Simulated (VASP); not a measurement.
A run of VASP 6.6.1:

Contents of INCAR:

```
SYSTEM = Mg
ALGO = Normal ; EDIFF = 1E-7
EDIFFG = -0.004 ; ENCUT = 600
GGA = PS ; GGA_COMPAT = .False.
IBRION = 2 ; ISIF = 3
ISMEAR = 0 ; LASPH = .True.
LCHARG = .False. ; LREAL = .False.
LWAVE = .False. ; NELM = 120
NELMIN = 4 ; NSW = 70
PREC = Accurate ; PSTRESS = 120.0
SIGMA = 0.1
```

Contents of KPOINTS:

```
k-points
0
Gamma
  18 18 10
  0 0 0
```

POSCAR

```
Mg
1.0
    2.9634409796      0.0000000000      0.0000000000
   -1.4817204898      2.5664151709      0.0000000000
    0.0000000000      0.0000000000      4.7879913431
Mg
2
Direct
    0.3333333333      0.6666666667      0.2500000000
    0.6666666667      0.3333333333      0.7500000000
```

Potentials or basis: VASP PAW PBE potentials, release 64 (Mg).

The run is started by

```sh
$ cat potpaw_PBE.64/Mg/POTCAR > POTCAR
$ mpirun -np 1 vasp_std > vasp.out
```

Hardware: 1 thread of Intel(R) Xeon(R) 6975P-C (Granite Rapids), on a shared host.

**Question.** How long does it take, and how much memory?

**Answer.** It took 24 s on 1 thread of Intel(R) Xeon(R) 6975P-C (Granite Rapids) (shared host), peak memory 0.21 GiB. Counts: scf iterations 18, k points 222, ion steps 3.
